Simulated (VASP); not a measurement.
# Al (Fm-3m) in VASP: notebook

Al is run at these levels: PBE, revPBE; tasks: single point.

Everything below comes from runs of VASP 6.6.1. Logs are shortened: lines on timing, memory, paths and dates and some standing lists are left out, and cuts for length are marked.

### Step 1. The cell of the first run

It takes space group Fm-3m (No. 225, cubic). The conventional cell has a = 4.050 Å, b = 4.050 Å, c = 4.050 Å, α = 90.00°, β = 90.00°, γ = 90.00°. Al (site symmetry m-3m) has 12 Al at 2.86 Å within 3.8 Å.

### Step 2. Single point, PBE

INCAR

```
SYSTEM = Al
PREC     = Accurate       ! precision mode
ENCUT    = 520            ! plane-wave cutoff, eV
EDIFF    = 1E-6           ! SCF threshold, eV
ISMEAR   = 0              ! smearing method
SIGMA    = 0.019000000000000003 ! smearing width, eV
LREAL    = .FALSE.        ! projectors in reciprocal space
LASPH    = .TRUE.         ! aspherical terms in the spheres
NELM     = 100            ! most SCF steps
ALGO     = Normal         ! electronic algorithm
ISIF     = 2              ! what is computed and relaxed
LWAVE    = .FALSE.        ! write WAVECAR
LCHARG   = .FALSE.        ! write CHGCAR
GGA      = PE             ! functional
NBANDS   = 8              ! bands
```

KPOINTS

```
Automatic mesh
0
G
  11 11 11
  0 0 0
```

POSCAR

```
Al
1.0
    0.0000000000      2.0248050000      2.0248050000
    2.0248050000      0.0000000000      2.0248050000
    2.0248050000      2.0248050000      0.0000000000
Al
1
Direct
    0.0000000000      0.0000000000      0.0000000000
```

Potentials or basis: VASP PAW PBE potentials, release 64 (Al).

Run with:

```sh
> cat potpaw_PBE.64/Al/POTCAR > POTCAR
> mpirun -np 1 vasp_std > vasp.out
```

OUTCAR:

```text
SYSTEM = Al
   PREC = Accurate
   ENCUT = 520
   EDIFF = 1E-6
   ISMEAR = 0
   LREAL = .FALSE.
   LASPH = .TRUE.
   NELM = 100
   ISIF = 2
   GGA = PE

 ion  position               nearest neighbor table
   1  0.000  0.000  0.000-

  LATTYP: Found a face centered cubic cell.
 ALAT       =     4.0496100000

  Lattice vectors:

 A1 = (   0.0000000000,   2.0248050000,   2.0248050000)
 A2 = (   2.0248050000,   0.0000000000,   2.0248050000)
 A3 = (   2.0248050000,   2.0248050000,   0.0000000000)

Analysis of symmetry for initial positions (statically):
=====================================================================
 Subroutine PRICEL returns:
 Original cell was already a primitive cell.

 Routine SETGRP: Setting up the symmetry group for a
 face centered cubic supercell.

 Subroutine GETGRP returns: Found 48 space group operations
[... 9 lines left out ...]

 Routine SETGRP: Setting up the symmetry group for a
 face centered cubic supercell.

 Subroutine GETGRP returns: Found 48 space group operations
 (whereof 48 operations were pure point group operations)
 out of a pool of 48 trial point group operations.

The dynamic configuration has the point symmetry O_h .

 Subroutine INISYM returns: Found 48 space group operations
 (whereof 48 operations are pure point group operations),
 and found     1 'primitive' translations

----------------------------------------------------------------------------------------

                                     Primitive cell

  volume of cell :      16.6027

  direct lattice vectors                    reciprocal lattice vectors
     0.000000000  2.024805000  2.024805000    -0.246937359  0.246937359  0.246937359
     2.024805000  0.000000000  2.024805000     0.246937359 -0.246937359  0.246937359
     2.024805000  2.024805000  0.000000000     0.246937359  0.246937359 -0.246937359

  length of vectors
     2.863506692  2.863506692  2.863506692     0.427708053  0.427708053  0.427708053

  position of ions in fractional coordinates (direct lattice)
     0.000000000  0.000000000  0.000000000

  ion indices of the primitive-cell ions
   primitive index   ion index
                 1           1

----------------------------------------------------------------------------------------

 KPOINTS: Automatic mesh

Automatic generation of k-mesh.
 Grid dimensions read from file:
 generate k-points for:   11   11   11

 Generating k-lattice:

  Cartesian coordinates                     Fractional coordinates (reciprocal lattice)
    -0.022448851  0.022448851  0.022448851     0.090909091  0.000000000  0.000000000
     0.022448851 -0.022448851  0.022448851     0.000000000  0.090909091  0.000000000
     0.022448851  0.022448851 -0.022448851     0.000000000  0.000000000  0.090909091

  Length of vectors
     0.038882550  0.038882550  0.038882550

  Shift w.r.t. Gamma in fractional coordinates (k-lattice)
     0.000000000  0.000000000  0.000000000

 Subroutine IBZKPT returns following result:
 ===========================================

 Found     56 irreducible k-points:

 Following reciprocal coordinates:
            Coordinates               Weight
  0.000000  0.000000  0.000000      1.000000
  0.090909  0.000000  0.000000      8.000000
  0.181818  0.000000  0.000000      8.000000
  0.272727  0.000000  0.000000      8.000000
  0.363636  0.000000  0.000000      8.000000
  0.454545  0.000000  0.000000      8.000000
[... 16 lines left out ...]
 -0.272727  0.181818  0.000000     24.000000
 -0.181818  0.181818  0.000000     12.000000
 [... further k-points ...]
   k-points           NKPTS =     56   k-points in BZ     NKDIM =     56   number of bands    NBANDS=      8
   number of dos      NEDOS =    301   number of ions     NIONS =      1
   total plane-waves  NPLWV =  13824
   dimension x,y,z NGX =    24 NGY =   24 NGZ =   24
   dimension x,y,z NGXF=    48 NGYF=   48 NGZF=   48
   ions per type =               1
   NGX,Y,Z   is equivalent  to a cutoff of  13.93, 13.93, 13.93 a.u.
   NGXF,Y,Z  is equivalent  to a cutoff of  27.87, 27.87, 27.87 a.u.
 SYSTEM =  Al
   PREC   = accura    normal or accurate (medium, high low for compatibility)
   ISTART =      0    job   : 0-new  1-cont  2-samecut
   ICHARG =      2    charge: 1-file 2-atom 10-const
   ISPIN  =      1    spin polarized calculation?
   LNONCOLLINEAR =      F non collinear calculations
   LSORBIT =      F    spin-orbit coupling
   LASPH  =      T    aspherical Exc in radial PAW
   ENCUT  =  520.0 eV  38.22 Ry    6.18 a.u.   5.32  5.32  5.32*2*pi/ulx,y,z
   NELM   =    100;   NELMIN=  2; NELMDL= -5     # of ELM steps
   EDIFF  = 0.1E-05   stopping-criterion for ELM
   LREAL  =      F    real-space projection
   EDIFFG = 0.1E-04   stopping-criterion for IOM
   NSW    =      0    number of steps for IOM
   IBRION =     -1    ionic relax: 0-MD 1-quasi-New 2-CG
   NFREE  =      0    steps in history (QN), initial steepest desc. (CG)
   ISIF   =      2    stress and relaxation
   ISYM   =      2    0-nonsym 1-usesym 2-fastsym
   POTIM  = 0.5000    time-step for ionic-motion
   TEBEG  =    0.0;   TEEND  =   0.0 temperature during run
   PSTRESS=    0.0 pullay stress
   NELECT =       3.0000    total number of electrons
   NUPDOWN=      -1.0000    fix difference up-down
   EMIN   =  10.00;   EMAX   =-10.00  energy-range for DOS
   EFERMI =   0.00;   METHOD = LEGACY
   ISMEAR =     0;   SIGMA  =   0.02  broadening in eV -4-tet -1-fermi 0-gaus
   EFERMI_NEDOS =   21; number of points for ismear=-14 and -15
   IALGO  =     38    algorithm
   IMIX   =      4    mixing-type and parameters
     AMIX     =   0.40;   BMIX     =  1.00
     AMIX_MAG =   1.60;   BMIX_MAG =  1.00
  volume/ion in A,a.u.               =      16.60       112.04
  Fermi-wavevector in a.u.,A,eV,Ry     =   0.925526  1.748991 11.654733  0.856599
  Thomas-Fermi vector in A             =   2.051390
   LORBIT       =      0    0 simple, 1 ext, 2 COOP (PROOUT), +10 PAW based schemes
   GGA     = PE    functional components
   LHFCALC =     F    Hartree Fock is set to
   AEXX    =    0.0000 exact exchange contribution
   IVDW    =     0    specifies the selected vdW correction
   LEPSILON=     F    determine dielectric tensor
   LRPA    =     F    only Hartree local field effects (RPA)
 non-spin polarized calculation
 Gauss-broadening in eV      SIGMA  =   0.02
  energy-cutoff  :      520.00
  volume of cell :       16.60
 maximum number of plane-waves:       459
 NGX is ok and might be reduce to    24
   NGX = 11   NGY = 11   NGZ = 11

 number of electron       3.0000000 magnetization

 Free energy of the ion-electron system (eV)
  ---------------------------------------------------
  ext. energy  EPLUGINS =         0.00000000
  ---------------------------------------------------
  free energy    TOTEN  =        -3.75267778 eV

  energy without entropy =       -3.75230270  energy(sigma->0) =       -3.75249024

 E-fermi :   7.9574     XC(G=0): -10.1745

 val. band max:        7.9412196163   @ k =  -0.4545   0.3636   0.0000
 cond. band min:       7.9681155018   @ k =   0.4545   0.1818   0.0909
 fundamental gap:      0.0268958855
 Fermi energy:         7.9574280164

 k-point     1 :       0.0000    0.0000    0.0000
  band No.  band energies     occupation
      1      -3.1565      2.00000
      2      20.5198      0.00000
      3      20.5198      0.00000
      4      20.5198      0.00000
      5      21.9648      0.00000
      6      21.9648      0.00000
      7      21.9648      0.00000
      8      24.3553      0.00000

 k-point     2 :       0.0909    0.0000    0.0000
  band No.  band energies     occupation
      1      -2.9328      2.00000
      2      17.5987      0.00000
      3      19.8715      0.00000
      4      19.8715      0.00000
      5      22.6425      0.00000
      6      22.9512      0.00000
      7      22.9512      0.00000
      8      26.1756      0.00000

 k-point     3 :       0.1818    0.0000    0.0000
  band No.  band energies     occupation
      1      -2.2640      2.00000
      2      13.9563      0.00000
      3      19.1380      0.00000
      4      19.1380      0.00000
      5      22.4111      0.00000
      6      23.7740      0.00000
      7      23.7740      0.00000
      8      25.2902      0.00000

 k-point     4 :       0.2727    0.0000    0.0000
  band No.  band energies     occupation
      1      -1.1561      2.00000
      2      10.5341      0.00000
      3      18.7292      0.00000
      4      18.7292      0.00000
      5      22.1999      0.00000
      6      22.2323      0.00000
      7      22.2323      0.00000
      8      26.2196      0.00000

 k-point     5 :       0.3636    0.0000    0.0000
  band No.  band energies     occupation
      1       0.3808      2.00000
      2       7.4338      2.00000
      3      18.6851      0.00000
      4      18.6851      0.00000
      5      20.8045      0.00000
      6      20.8045      0.00000
      7      22.2711      0.00000
      8      24.7326      0.00000
[... 177 lines left out ...]
 k-point    22 :      -0.3636    0.1818    0.0000
  band No.  band energies     occupation
      1       2.4036      2.00000
      2       6.2942      2.00000
      3      12.5984      0.00000
      4      16.9584      0.00000
      5      18.8523      0.00000
      6      23.3353      0.00000
      7      25.9463      0.00000
      8      28.8950      0.00000

 k-point    23 :      -0.2727    0.1818    0.0000
  band No.  band energies     occupation
      1       0.5988      2.00000
      2       9.0785      0.00000
      3      12.4609      0.00000
      4      18.1723      0.00000
      5      20.1507      0.00000
      6      23.1105      0.00000
      7      25.5018      0.00000
      8      26.0371      0.00000

 k-point    24 :      -0.1818    0.1818    0.0000
  band No.  band energies     occupation
      1      -0.7887      2.00000
      2      11.7510      0.00000
      3      13.1865      0.00000
      4      19.7504      0.00000
      5      21.7726      0.00000
      6      22.8294      0.00000
      7      23.9312      0.00000
      8      24.8732      0.00000

 [... further k-points ...]
[... 5 lines left out ...]
  --------------------------------------------------------------------------------------
  -------------------------------------------------------------------------------------
  Total       -0.0553621     -0.0553621     -0.0553621      0.0000000      0.0000000      0.0000000
  in kB       -5.3424880     -5.3424880     -5.3424880      0.0000000      0.0000000      0.0000000
  external PRESSURE =      -5.3424880 kB  Pullay stress =       0.0000000 kB

 VOLUME and BASIS-vectors are now :
 -----------------------------------------------------------------------------
  energy-cutoff  :      520.00
  volume of cell :       16.60
      direct lattice vectors                 reciprocal lattice vectors
     0.000000000  2.024805000  2.024805000    -0.246937359  0.246937359  0.246937359
     2.024805000  0.000000000  2.024805000     0.246937359 -0.246937359  0.246937359
     2.024805000  2.024805000  0.000000000     0.246937359  0.246937359 -0.246937359

 POSITION                                       TOTAL-FORCE (eV/Angst)
 -----------------------------------------------------------------------------------
      0.00000      0.00000      0.00000        -0.000000      0.000000      0.000000
 -----------------------------------------------------------------------------------
    total drift:                                0.000000     -0.000000      0.000000

  FREE ENERGIE OF THE ION-ELECTRON SYSTEM (eV)
  ---------------------------------------------------
  free  energy   TOTEN  =        -3.7526777832 eV

  energy  without entropy=       -3.7523026961  energy(sigma->0) =       -3.75249024
```

Wall time 4.5 s (1 thread of Intel Xeon Platinum 8375C at 2.90GHz (Ice Lake), shared host); peak memory 0.13 GiB.

Results:

| Quantity | Value |
| --- | --- |
| Free energy | -3.7527 eV |
| Pressure | -0.5 GPa |

### Step 3. Single point, PBE

This run uses another cell than the first one, of 16.51 Å³/atom, 0.995 times its volume.

INCAR

```
PREC     = Accurate       # precision mode
ENCUT    = 520            # plane-wave cutoff, eV
EDIFF    = 1E-6           # SCF threshold, eV
ISMEAR   = -1             # smearing method
SIGMA    = 0.05           # smearing width, eV
LREAL    = False          # projectors in reciprocal space
LASPH    = True           # aspherical terms in the spheres
NELM     = 100            # most SCF steps
ALGO     = Normal         # electronic algorithm
ISIF     = 2              # what is computed and relaxed
LWAVE    = False          # write WAVECAR
LCHARG   = False          # write CHGCAR
GGA      = PE             # functional
NBANDS   = 8              # bands
```

KPOINTS

```
Automatic mesh
0
Gamma
  11 11 11
```

POSCAR

```
Al
1.0
    0.0000000000      2.0211105291      2.0211105291
    2.0211105291      0.0000000000      2.0211105291
    2.0211105291      2.0211105291      0.0000000000
Al
1
Direct
    0.0000000000      0.0000000000      0.0000000000
```

Potentials or basis: VASP PAW PBE potentials, release 64 (Al).

Run with:

```sh
> cat potpaw_PBE.64/Al/POTCAR > POTCAR
> mpirun -np 1 vasp_std > vasp.out
```

It took 4.5 s on 1 thread of Intel Xeon Platinum 8375C at 2.90GHz (Ice Lake), shared host; peak memory 0.13 GiB.

Results (log left out):

| Property | Result |
| --- | --- |
| Free energy | -3.7558 eV |
| Pressure | 0.0 GPa |

Levels at points of the mesh, in eV from the Fermi level:
```tsv
k point	band 1	band 2	band 3	band 4	band 5
(0.00, 0.00, 0.00)	-11.14	12.60	12.60	12.60	14.09
```

### Step 4. Single point, revPBE

This run uses another cell than the first one, of 16.75 Å³/atom, 1.009 times its volume.

INCAR

```
PREC = Accurate
ENCUT = 520
EDIFF = 1E-6
ISMEAR = -1
SIGMA = 0.05
LREAL = F
LASPH = T
NELM = 80
ALGO = Normal
ISIF = 2
LWAVE = F
LCHARG = T
GGA = RE
LELF = T
LVHAR = T
NBANDS = 8
```

KPOINTS

```
regular mesh
0
Gamma
  11 11 11
```

POSCAR

```
Al
1.0
    0.0000000000      2.0309254828      2.0309254828
    2.0309254828      0.0000000000      2.0309254828
    2.0309254828      2.0309254828      0.0000000000
Al
1
Direct
    0.0000000000      0.0000000000      0.0000000000
```

Potentials or basis: VASP PAW PBE potentials, release 64 (Al).

Run with:

```sh
> cat potpaw_PBE.64/Al/POTCAR > POTCAR
> mpirun -np 1 vasp_std > vasp.out
```

OUTCAR:

```text
PREC = Accurate
   ENCUT = 520
   EDIFF = 1E-6
   ISMEAR = -1
   LREAL = F
   LASPH = T
   NELM = 80
   ISIF = 2
   GGA = RE

 ion  position               nearest neighbor table
   1  0.000  0.000  0.000-

  LATTYP: Found a face centered cubic cell.
 ALAT       =     4.0618509656

  Lattice vectors:

 A1 = (   0.0000000000,   2.0309254828,   2.0309254828)
 A2 = (   2.0309254828,   0.0000000000,   2.0309254828)
 A3 = (   2.0309254828,   2.0309254828,   0.0000000000)

[... 433 lines left out ...]
  band No.  band energies     occupation
      1      -0.7608      2.00000
      2      11.7095      0.00000
      3      13.1491      0.00000
      4      19.6860      0.00000
      5      21.6875      0.00000
      6      22.7274      0.00000
      7      23.8554      0.00000
      8      24.7804      0.00000

 [... further k-points ...]
[... 5 lines left out ...]
  --------------------------------------------------------------------------------------
  -------------------------------------------------------------------------------------
  Total       -0.0189683     -0.0189683     -0.0189683      0.0000000      0.0000000     -0.0000000
  in kB       -1.8139556     -1.8139556     -1.8139556      0.0000000      0.0000000     -0.0000000
  external PRESSURE =      -1.8139556 kB  Pullay stress =       0.0000000 kB

 VOLUME and BASIS-vectors are now :
 -----------------------------------------------------------------------------
  energy-cutoff  :      520.00
  volume of cell :       16.75
      direct lattice vectors                 reciprocal lattice vectors
     0.000000000  2.030925483  2.030925483    -0.246193179  0.246193179  0.246193179
     2.030925483  0.000000000  2.030925483     0.246193179 -0.246193179  0.246193179
     2.030925483  2.030925483  0.000000000     0.246193179  0.246193179 -0.246193179

 POSITION                                       TOTAL-FORCE (eV/Angst)
 -----------------------------------------------------------------------------------
      0.00000      0.00000      0.00000         0.000000      0.000000      0.000000
 -----------------------------------------------------------------------------------
    total drift:                               -0.000000     -0.000000      0.000000

  FREE ENERGIE OF THE ION-ELECTRON SYSTEM (eV)
  ---------------------------------------------------
  free  energy   TOTEN  =        -3.5638939330 eV

  energy  without entropy=       -3.5598760705  energy(sigma->0) =       -3.56188500
```

OSZICAR:

```text
N       E                     dE             d eps       ncg     rms          rms(c)
DAV:   1    -0.228379806130E+01   -0.22838E+01   -0.89562E+02   896   0.206E+02
DAV:   2    -0.357934616396E+01   -0.12955E+01   -0.12849E+01  1288   0.184E+01
DAV:   3    -0.358526944379E+01   -0.59233E-02   -0.59222E-02  1176   0.143E+00
DAV:   4    -0.358528234476E+01   -0.12901E-04   -0.12902E-04  1424   0.561E-02
DAV:   5    -0.358528234702E+01   -0.22631E-08   -0.26060E-08  1176   0.801E-04    0.170E+00
DAV:   6    -0.357322272949E+01    0.12060E-01   -0.15375E-03  1224   0.211E-01    0.981E-01
DAV:   7    -0.356390893256E+01    0.93138E-02   -0.46907E-03  1168   0.340E-01    0.178E-01
DAV:   8    -0.356389695937E+01    0.11973E-04   -0.13505E-05  1312   0.261E-02    0.310E-02
DAV:   9    -0.356389425182E+01    0.27076E-05   -0.12412E-06  1192   0.566E-03    0.591E-04
DAV:  10    -0.356389393297E+01    0.31884E-06   -0.58446E-09   864   0.586E-04
   1 F= -.35638939E+01 E0= -.35618850E+01  d E =-.401786E-02
```

stdout:

```text
POSCAR found type information on POSCAR Al
 POSCAR found :  1 types and       1 ions
 scaLAPACK will be used
 -----------------------------------------------------------------------------
|                                                                             |
|                                                                             |
|     You enforced a specific xc type in the INCAR file but a different       |
|     I HOPE YOU KNOW WHAT YOU ARE DOING!                                     |
|                                                                             |
 -----------------------------------------------------------------------------

 LDA part: xc-table for (Slater+PW92), standard interpolation
 POSCAR, INCAR and KPOINTS ok, starting setup
 FFT: planning ... GRIDC
 FFT: planning ... GRID_SOFT
 FFT: planning ... GRID
 WAVECAR not read
 entering main loop
```

Run time: 4.8 s. Hardware: 1 thread of Intel Xeon Platinum 8375C at 2.90GHz (Ice Lake), shared host; peak memory 0.13 GiB.

Results:

* Free energy: -3.5639 eV
* Pressure: -0.2 GPa

Caveat: the PAW data sets were made with another functional, which shifts forces and pressure a little.

### Step 5. The runs side by side

```csv
level,cell,smearing,gap on the mesh (eV),pressure (GPa)
PBE,"a = 2.864 Å, angles 60.0°, 1 atom",gaussian 0.019 eV,none,-0.5
PBE,"a = 2.858 Å, angles 60.0°, 1 atom",fermi-dirac 0.05 eV,none,0.0
revPBE,"a = 2.872 Å, angles 60.0°, 1 atom",fermi-dirac 0.05 eV,none,-0.2
```

Alike in all rows: task single point; potentials or basis VASP PAW PBE potentials, release 64 (Al); no spin polarisation; k mesh 11 × 11 × 11; cutoff (eV) 520.

Caveats: the PAW data sets were made with another functional, which shifts forces and pressure a little (some runs).

Total energies depend on the potentials used, so only differences within one code and one set of settings carry meaning.
